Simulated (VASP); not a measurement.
# NiS (P6_3/mmc) in VASP: a series of runs, part 2 of 2

VASP 6.6.1. The steps go on from the part before.

## 4. Single point, LDA

INCAR

```
ALGO = Normal ; EDIFF = 1E-7
ENCUT = 520 ; ISIF = 2
ISMEAR = 0 ; LASPH = T
LCHARG = T ; LELF = T
LREAL = F ; LVHAR = T
LWAVE = F ; NBANDS = 24
NELM = 100 ; PREC = Accurate
SIGMA = 0.1
```

KPOINTS

```
k-points
0
Gamma
  15 15 8
```

POSCAR

```
NiS
1.0
    3.3818378850      0.0000000000      0.0000000000
   -1.6909189425      2.9287575199      0.0000000000
    0.0000000000      0.0000000000      5.0039842192
Ni S
2 2
Direct
    0.0000000000      0.0000000000      0.0125000000
    0.0000000000      0.0000000000      0.5125000000
    0.3333333333      0.6666666667      0.2625000000
    0.6666666667      0.3333333333      0.7625000000
```

Potentials or basis: VASP PAW LDA potentials, release 64 (Ni, S).

The run is started by

```
$ cat potpaw_LDA.64/Ni/POTCAR potpaw_LDA.64/S/POTCAR > POTCAR
$ mpirun -np 1 vasp_std > vasp.out
```

OUTCAR:

```text
EDIFF = 1E-7
   ENCUT = 520
   ISIF = 2
   ISMEAR = 0
   LASPH = T
   LREAL = F
   NELM = 100
   PREC = Accurate

 ion  position               nearest neighbor table
   1  0.000  0.000  0.013-   3 2.32   4 2.32   4 2.32   3 2.32   4 2.32   3 2.32   2 2.50   2 2.50

   2  0.000  0.000  0.513-   3 2.32   4 2.32   4 2.32   3 2.32   4 2.32   3 2.32   1 2.50   1 2.50

   3  0.333  0.667  0.263-   1 2.32   2 2.32   1 2.32   2 2.32   1 2.32   2 2.32
   4  0.667  0.333  0.763-   1 2.32   2 2.32   1 2.32   2 2.32   1 2.32   2 2.32

  LATTYP: Found a hexagonal cell.
 ALAT       =     3.3818378850
 C/A-ratio  =     1.4796641322

  Lattice vectors:

 A1 = (   3.3818378850,   0.0000000000,   0.0000000000)
 A2 = (  -1.6909189425,   2.9287575199,   0.0000000000)
 A3 = (   0.0000000000,   0.0000000000,   5.0039842192)

Analysis of symmetry for initial positions (statically):
=====================================================================
 Subroutine PRICEL returns:
 Original cell was already a primitive cell.

 Routine SETGRP: Setting up the symmetry group for a
 hexagonal supercell.

 Subroutine GETGRP returns: Found 24 space group operations
 (whereof  6 operations were pure point group operations)
 out of a pool of 24 trial point group operations.

The static configuration has the point symmetry C_3v.
 The point group associated with its full space group is D_6h.

Analysis of symmetry for dynamics (positions and initial velocities):
=====================================================================
 Subroutine PRICEL returns:
 Original cell was already a primitive cell.

 Routine SETGRP: Setting up the symmetry group for a
 hexagonal supercell.

 Subroutine GETGRP returns: Found 24 space group operations
 (whereof  6 operations were pure point group operations)
 out of a pool of 24 trial point group operations.

The dynamic configuration has the point symmetry C_3v.
 The point group associated with its full space group is D_6h.

 Subroutine INISYM returns: Found 24 space group operations
 (whereof  6 operations are pure point group operations),
 and found     1 'primitive' translations

----------------------------------------------------------------------------------------

                                     Primitive cell

  volume of cell :      49.5624

  direct lattice vectors                    reciprocal lattice vectors
     3.381837885  0.000000000  0.000000000     0.295697202  0.170720859  0.000000000
    -1.690918942  2.928757520  0.000000000     0.000000000  0.341441718  0.000000000
     0.000000000  0.000000000  5.003984219     0.000000000  0.000000000  0.199840758

  length of vectors
     3.381837885  3.381837885  5.003984219     0.341441718  0.341441718  0.199840758

  position of ions in fractional coordinates (direct lattice)
     0.000000000  0.000000000  0.012500000
     0.000000000  0.000000000  0.512500000
     0.333333333  0.666666667  0.262500000
     0.666666667  0.333333333  0.762500000

  ion indices of the primitive-cell ions
[... 23 lines left out ...]

  Shift w.r.t. Gamma in fractional coordinates (k-lattice)
     0.000000000  0.000000000  0.000000000

 Subroutine IBZKPT returns following result:
 ===========================================

 Found    135 irreducible k-points:

 Following reciprocal coordinates:
            Coordinates               Weight
  0.000000  0.000000  0.000000      1.000000
  0.066667 -0.000000  0.000000      6.000000
  0.133333  0.000000  0.000000      6.000000
  0.200000 -0.000000  0.000000      6.000000
  0.266667  0.000000  0.000000      6.000000
  0.333333 -0.000000  0.000000      6.000000
[... 16 lines left out ...]
  0.333333  0.200000  0.000000     12.000000
  0.400000  0.200000  0.000000      6.000000
 [... further k-points ...]
   k-points           NKPTS =    135   k-points in BZ     NKDIM =    135   number of bands    NBANDS=     24
   number of dos      NEDOS =    301   number of ions     NIONS =      4
   total plane-waves  NPLWV =  31360
   dimension x,y,z NGX =    28 NGY =   28 NGZ =   40
   dimension x,y,z NGXF=    56 NGYF=   56 NGZF=   80
   ions per type =               2   2
   NGX,Y,Z   is equivalent  to a cutoff of  13.76, 13.76, 13.29 a.u.
   NGXF,Y,Z  is equivalent  to a cutoff of  27.53, 27.53, 26.58 a.u.
 SYSTEM =  unknown system
   PREC   = accura    normal or accurate (medium, high low for compatibility)
   ISTART =      0    job   : 0-new  1-cont  2-samecut
   ICHARG =      2    charge: 1-file 2-atom 10-const
   ISPIN  =      1    spin polarized calculation?
   LNONCOLLINEAR =      F non collinear calculations
   LSORBIT =      F    spin-orbit coupling
   LASPH  =      T    aspherical Exc in radial PAW
   ENCUT  =  520.0 eV  38.22 Ry    6.18 a.u.   6.29  6.29  9.30*2*pi/ulx,y,z
   NELM   =    100;   NELMIN=  2; NELMDL= -5     # of ELM steps
   EDIFF  = 0.1E-06   stopping-criterion for ELM
   LREAL  =      F    real-space projection
   EDIFFG = 0.1E-05   stopping-criterion for IOM
   NSW    =      0    number of steps for IOM
   IBRION =     -1    ionic relax: 0-MD 1-quasi-New 2-CG
   NFREE  =      0    steps in history (QN), initial steepest desc. (CG)
   ISIF   =      2    stress and relaxation
   ISYM   =      2    0-nonsym 1-usesym 2-fastsym
   POTIM  = 0.5000    time-step for ionic-motion
   TEBEG  =    0.0;   TEEND  =   0.0 temperature during run
   PSTRESS=    0.0 pullay stress
   NELECT =      32.0000    total number of electrons
   NUPDOWN=      -1.0000    fix difference up-down
   EMIN   =  10.00;   EMAX   =-10.00  energy-range for DOS
   EFERMI =   0.00;   METHOD = LEGACY
   ISMEAR =     0;   SIGMA  =   0.10  broadening in eV -4-tet -1-fermi 0-gaus
   EFERMI_NEDOS =   21; number of points for ismear=-14 and -15
   IALGO  =     38    algorithm
   IMIX   =      4    mixing-type and parameters
     AMIX     =   0.40;   BMIX     =  1.00
     AMIX_MAG =   1.60;   BMIX_MAG =  1.00
  volume/ion in A,a.u.               =      12.39        83.62
  Fermi-wavevector in a.u.,A,eV,Ry     =   1.414949  2.673866 27.239960  2.002081
  Thomas-Fermi vector in A             =   2.536438
   LORBIT       =      0    0 simple, 1 ext, 2 COOP (PROOUT), +10 PAW based schemes
   GGA     = CA    functional components
   LHFCALC =     F    Hartree Fock is set to
   AEXX    =    0.0000 exact exchange contribution
   IVDW    =     0    specifies the selected vdW correction
   LEPSILON=     F    determine dielectric tensor
   LRPA    =     F    only Hartree local field effects (RPA)
 non-spin polarized calculation
 Gauss-broadening in eV      SIGMA  =   0.10
  energy-cutoff  :      520.00
  volume of cell :       49.56
 maximum number of plane-waves:      1351
 NGX is ok and might be reduce to    28
   NGX = 13   NGY = 13   NGZ = 19

 number of electron      31.9999983 magnetization

 Free energy of the ion-electron system (eV)
  ---------------------------------------------------
  ext. energy  EPLUGINS =         0.00000000
  ---------------------------------------------------
  free energy    TOTEN  =       -24.20401771 eV

  energy without entropy =      -24.19012362  energy(sigma->0) =      -24.19707067

 E-fermi :   9.7155     XC(G=0): -12.5027

 val. band max:        9.7153779478   @ k =   0.1333   0.0667   0.1250
 cond. band min:       9.7293312552   @ k =   0.1333   0.0000   0.0000
 fundamental gap:      0.0139533074
 Fermi energy:         9.7154978584

 k-point     1 :       0.0000    0.0000    0.0000
  band No.  band energies     occupation
      1      -6.7375      2.00000
      2      -3.8001      2.00000
      3       1.4011      2.00000
      4       4.2419      2.00000
      5       4.2419      2.00000
      6       5.9863      2.00000
[... 637 lines left out ...]
     23      19.3369      0.00000
     24      19.7157      0.00000

 [... further k-points ...]

------------------------ aborting loop because EDIFF is reached ----------------------------------------

  FORCE on cell =-STRESS in cart. coord.  units (eV):
  Direction    XX          YY          ZZ          XY          YZ          ZX
  --------------------------------------------------------------------------------------
  -------------------------------------------------------------------------------------
  Total        0.0213546      0.0213546      0.0598473      0.0000000      0.0000000      0.0000000
  in kB        0.6903204      0.6903204      1.9346515      0.0000000      0.0000000      0.0000000
  external PRESSURE =       1.1050974 kB  Pullay stress =       0.0000000 kB

 VOLUME and BASIS-vectors are now :
 -----------------------------------------------------------------------------
  energy-cutoff  :      520.00
  volume of cell :       49.56
      direct lattice vectors                 reciprocal lattice vectors
     3.381837885  0.000000000  0.000000000     0.295697202  0.170720859  0.000000000
    -1.690918942  2.928757520  0.000000000     0.000000000  0.341441718  0.000000000
     0.000000000  0.000000000  5.003984219     0.000000000  0.000000000  0.199840758

 POSITION                                       TOTAL-FORCE (eV/Angst)
 -----------------------------------------------------------------------------------
      0.00000      0.00000      0.06255         0.000000      0.000000      0.000000
      0.00000      0.00000      2.56454         0.000000      0.000000      0.000000
     -0.00000      1.95251      1.31355        -0.000000     -0.000000     -0.000000
      1.69092      0.97625      3.81554         0.000000      0.000000     -0.000000
 -----------------------------------------------------------------------------------
    total drift:                               -0.000000      0.000000      0.000000

  FREE ENERGIE OF THE ION-ELECTRON SYSTEM (eV)
  ---------------------------------------------------
  free  energy   TOTEN  =       -24.2040177090 eV

  energy  without entropy=      -24.1901236212  energy(sigma->0) =      -24.19707067
```

It took 2.7 min on 1 thread of AMD EPYC 7R43 (Zen 3), shared host; peak memory 0.22 GiB.

What came out:

```yaml
Free_energy: -24.2040 eV
Pressure: 0.1 GPa
Band_gap_on_the_k_mesh: zero (bands 16 and 17 overlap by 0.93 eV)
```

Stress tensor (GPa, compression positive):
```
0.07 0.00 0.00
0.00 0.07 0.00
0.00 0.00 0.19
```

Caveat: the run has no spin polarisation, though such a crystal can be magnetic.
